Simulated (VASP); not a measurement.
Write the native input for VASP 6.6.1 that does the following.

- Task: single point
- Functional: r2SCAN
- Potentials or basis: VASP PAW PBE potentials, release 64 (Ge_d)
- Cutoff: 520 eV
- k mesh: 10 × 10 × 10
- Occupations: gaussian, width 0.05 eV
- Spin: no spin polarisation
- Dipole correction: no
- Further INCAR settings: ALGO = Normal; EDIFF = 1e-06; NBANDS = 21

Ge:

```
Ge
1.0
     0.00000    2.68733    2.68733
     2.68733    0.00000    2.68733
     2.68733    2.68733    0.00000
Ge
2
Direct
  0.50000 0.50000 0.50000
  0.75000 0.75000 0.75000
```

This cell differs from its parent crystal: strain -0.050 along x and y, -0.050 along z.

These files were run (other wordings do the same):

POSCAR

```
Ge
1.0
    0.0000000000      2.6873315000      2.6873315000
    2.6873315000      0.0000000000      2.6873315000
    2.6873315000      2.6873315000      0.0000000000
Ge
2
Direct
    0.5000000000      0.5000000000      0.5000000000
    0.7500000000      0.7500000000      0.7500000000
```

INCAR.step1

```
PREC = Accurate ; ENCUT = 520
ISMEAR = 0 ; SIGMA = 0.05
LREAL = F ; LASPH = T
NELM = 100 ; NBANDS = 21
GGA = PE ; ALGO = Normal
EDIFF = 1E-4 ; LWAVE = T
LCHARG = F
```

INCAR.step2

```
PREC = Accurate ; ENCUT = 520
EDIFF = 1E-6 ; ISMEAR = 0
SIGMA = 0.05 ; LREAL = F
LASPH = T ; NELM = 100
ALGO = Normal ; ISIF = 2
LWAVE = F ; LCHARG = F
METAGGA = R2SCAN ; LMIXTAU = T
NBANDS = 21 ; ISTART = 1
```

KPOINTS

```
Automatic mesh
0
Gamma
  10 10 10
```

Potentials or basis: VASP PAW PBE potentials, release 64 (Ge_d).

Launch:

```console
$ cat potpaw_PBE.64/Ge_d/POTCAR > POTCAR
$ cp INCAR.step1 INCAR
$ mpirun -np 1 vasp_std > vasp.out
$ cp INCAR.step2 INCAR
$ mpirun -np 1 vasp_std > vasp.out
```

Results of the run:

```yaml
Pressure: 17.2 GPa
Band_gap_on_the_k_mesh: 0.53 eV (least direct gap 1.96 eV)
```

Caveat: the cell differs from its parent crystal (strain -0.050 along x and y, -0.050 along z); the cell stands under pressure; the PAW data sets were made with another functional, which shifts forces and pressure a little.

Wall time 56 s on 1 thread of AMD EPYC 9R45 96-Core Processor (Zen 5), with other jobs on the host, peak memory 0.15 GiB.
